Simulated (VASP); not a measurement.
Write the native input for VASP 6.6.1 that does the following.

- Task: relaxation of cell and atoms
- Functional: PBEsol
- Potentials or basis: VASP PAW PBE potentials, release 64 (I)
- Cutoff: 600 eV
- k mesh: 9 × 9 × 9
- Occupations: fermi-dirac, width 0.05 eV
- Spin: no spin polarisation
- Target pressure: 10 GPa
- Dipole correction: no
- Further INCAR settings: ALGO = Normal; EDIFF = 1e-06; IBRION = 2; EDIFFG = -0.01; NSW = 60; ISIF = 3

The structure of I lies in POSCAR:

```
I
1.0
    0.0000000000      2.3656004428      3.9098401324
    2.1922454667      0.0000000000      3.9098401324
    2.1922454667      2.3656004428      0.0000000000
I
1
Direct
    0.0000000000      0.0000000000      0.0000000000
```

One way to write it, as run:

INCAR

```
SYSTEM = I
PREC = Accurate ; ENCUT = 600
EDIFF = 1E-6 ; ISMEAR = -1
SIGMA = 0.05 ; LREAL = .False.
LASPH = .True. ; NELM = 100
ALGO = Normal ; ISIF = 3
LWAVE = .False. ; LCHARG = .False.
GGA = PS ; IBRION = 2
NSW = 60 ; EDIFFG = -0.01
PSTRESS = 100.0
```

KPOINTS

```
regular mesh
0
Gamma
  9 9 9
  0 0 0
```

Potentials or basis: VASP PAW PBE potentials, release 64 (I).

Launch:

```sh
$ cat potpaw_PBE.64/I/POTCAR > POTCAR
$ mpirun -np 1 vasp_std > vasp.out
```

It gave:

| Quantity | Value |
| --- | --- |
| Relaxed volume | 27.93 Å³/atom |
| Relaxed cell | a = 3.705 Å, b = 3.705 Å, c = 3.043 Å, α = 65.75°, β = 65.76°, γ = 48.49° |
| Space group after relaxing (to 0.1 Å) | I4/mmm (No. 139) |
| Energy change on relaxing (the run minimises the enthalpy) | +188.6 meV/atom |
| Ionic steps | 26 |
| Pressure after relaxing | 10.0 GPa |
| Band gap on the k mesh | zero (an odd number of electrons rules out a gap without spin polarisation) |

Caveat: the cell is relaxed towards a set pressure, so the run minimises the enthalpy, not the energy; the volume moved by over 15 % at a fixed basis, so the end points are rough; the PAW data sets were made with another functional, which shifts forces and pressure a little; spin-orbit coupling is left out, which moves the levels of the heavy elements; an odd number of electrons without spin polarisation forces a metal; a magnetic or distorted state may lie lower.

Run time: 8.7 min on 1 thread of Intel(R) Xeon(R) Platinum 8259CL CPU @ 2.50GHz (Skylake/Cascade Lake), with other jobs on the host, peak memory 0.23 GiB.
